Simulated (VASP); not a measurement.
Input of a VASP 6.6.1 run:

Contents of INCAR:

```
SYSTEM = HgPt
ALGO = Normal ; EDIFF = 1E-8
ENCUT = 430 ; GGA_COMPAT = .False.
ISIF = 2 ; ISMEAR = -1
LASPH = .True. ; LCHARG = .False.
LEFG = .True. ; LREAL = .False.
LWAVE = .False. ; NBANDS = 26
NELM = 120 ; PREC = Accurate
SIGMA = 0.05
```

File KPOINTS:

```
k-points
0
Gamma
  12 12 9
  0 0 0
```

The input POSCAR:

```
HgPt
1.0
    2.9193125982      0.0000000000      0.0000000000
    0.0000000000      2.9193125982      0.0000000000
    0.0000000000      0.0000000000      3.8500433994
Hg Pt
1 1
Direct
    0.0000000000      0.0000000000      0.0000000000
    0.5000000000      0.5000000000      0.5000000000
```

Potentials or basis: VASP PAW LDA potentials, release 64 (Hg_sv_GW, Pt_sv_GW).

The run is started by

```sh
$ cat potpaw_LDA.64/Hg_sv_GW/POTCAR potpaw_LDA.64/Pt_sv_GW/POTCAR > POTCAR
$ mpirun -np 1 vasp_std > vasp.out
```

Task: What does it give for the band gap on the k mesh?

Result: Zero (bands 19 and 20 overlap by 3.77 eV).

Task: Predict the pressure.

Result: 0.8 GPa.

Electric field gradients, principal values (V/Å²):
| atom | least | middle | greatest (by size) |
| --- | --- | --- | --- |
| 1 Hg | 60.938 | 60.938 | -121.875 |
| 2 Pt | -66.720 | -66.720 | 133.439 |

Caveat: without QUAD_EFG the Cq values of the log hold for a quadrupole moment of 1 mb, not for the nuclei; spin-orbit coupling is left out, which moves the levels of the heavy elements.
